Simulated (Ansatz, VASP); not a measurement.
SiC in VASP and in Ansatz

Contents of INCAR:

```
  PREC = Accurate
  ENCUT = 520
  EDIFF = 1E-7
  ISMEAR = 0
  SIGMA = 0.05
  LREAL = False
  LASPH = True
  NELM = 80
  ALGO = Normal
  ISIF = 2
  LWAVE = False
  LCHARG = False
  GGA = PE
  NBANDS = 16
```

File KPOINTS:

```
Automatic mesh
0
Gamma
  12 12 6
```

POSCAR

```
SiC
1.0
    3.1207250754      0.0481463400     -0.0753518154
   -1.5186665841      2.7657410843      0.1124573485
   -0.1236593582      0.1417086841      4.5251278395
Si C
2 2
Direct
    0.2695173261      0.6795657912      0.0080146526
    0.7149148361      0.3318074763      0.5085708075
    0.3252506002      0.6498237119      0.3623784795
    0.6903172376      0.3388030206      0.8910360604
```

Input for Ansatz:

```yaml
crystal:
  lattice:
    - [3.1207250754, 0.04814634, -0.0753518154]
    - [-1.5186665841, 2.7657410843, 0.1124573485]
    - [-0.1236593582, 0.1417086841, 4.5251278395]
  atoms:
    - { symbol: Si, position: [0.2695173261, 0.6795657912, 0.0080146526] }
    - { symbol: Si, position: [0.7149148361, 0.3318074763, 0.5085708075] }
    - { symbol: C, position: [0.3252506002, 0.6498237119, 0.3623784795] }
    - { symbol: C, position: [0.6903172376, 0.3388030206, 0.8910360604] }
basis:
  ecutwfc: 420
kpoints:
  mp_grid: { grid: [12, 12, 6] }
hamiltonian:
  xc: pbe
scf:
  occupations: { method: gaussian, width: 0.05 }
output:
  forces: true
  stress: true
  eigenvalues: true
  write_density: true
  write_potential: true
  elf: true
  volumetric_format: npy
```

Change from the starting cell: all atoms moved at random (sigma 0.15 Å a component), cell strained at random (sigma 0.05).

Alike in both runs: task single point; functional PBE; k mesh 12 × 12 × 6; occupations gaussian, width 0.05 eV; no spin polarisation.

|  | VASP | Ansatz |
| --- | --- | --- |
| version | VASP 6.6.1 | Ansatz 0.2.0 |
| potentials or method | VASP PAW PBE potentials, release 64 (Si, C), cutoff 520 eV | scalar-relativistic, plane waves, PAW |
| valence electrons in the cell | 16 | 16 |

Ansatz gave:

- gap on the k mesh at the Fermi level (eV): 0.46
- least direct gap on the mesh (eV): 2.19
- pressure (GPa): 31.8
- traceless stress, the component that is largest in VASP (GPa): 68.81
- rms of the force components (eV/Å): 3.496

Problem. Estimate VASP's values.

Solution. gap on the k mesh at the Fermi level (eV): 0.44; least direct gap on the mesh (eV): 2.17; pressure (GPa): 31.7; traceless stress, the component that is largest in VASP (GPa): 69.03; rms of the force components (eV/Å): 3.495.

Atom by atom the forces differ by 0.005 eV/Å (rms over components). Both programs put the cell under a high pressure, so it lies far from rest at this level. With one functional, cell and mesh, what is left measures potentials, basis and numerics.
